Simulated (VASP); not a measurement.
A run of VASP 6.6.1:

File INCAR:

```
PREC = Accurate ; ENCUT = 600
EDIFF = 1E-6 ; ISMEAR = -1
SIGMA = 0.1 ; LREAL = F
LASPH = T ; NELM = 100
ALGO = Normal ; ISIF = 3
LWAVE = F ; LCHARG = F
GGA = RP ; IBRION = 2
NSW = 80 ; EDIFFG = -0.01
ISYM = 0 ; KPAR = 4
```

The input KPOINTS:

```
Automatic mesh
0
Gamma
  12 12 9
```

The input POSCAR:

```
Ge
1.0
   -2.6447158335      2.6447158335      1.4440148451
    2.6447158335     -2.6447158335      1.4440148451
    2.6447158335      2.6447158335     -1.4440148451
Ge
2
Direct
    0.0000000000      0.0000000000      0.0000000000
    0.7500000000      0.2500000000      0.5000000000
```

Potentials or basis: VASP PAW PBE potentials, release 64 (Ge_d).

The run is started by

```sh
$ cat potpaw_PBE.64/Ge_d/POTCAR > POTCAR
$ mpirun -np 4 vasp_std > vasp.out
```

Hardware: 4 MPI ranks on Oxide Virtual Turin-like Processor, with other jobs on the host.

How long does it take, and how much memory?

Wall time 15 min on 4 MPI ranks on Oxide Virtual Turin-like Processor, on a shared host, peak memory 0.54 GiB a rank. Counts: scf iterations 60, k points 650, ion steps 10.
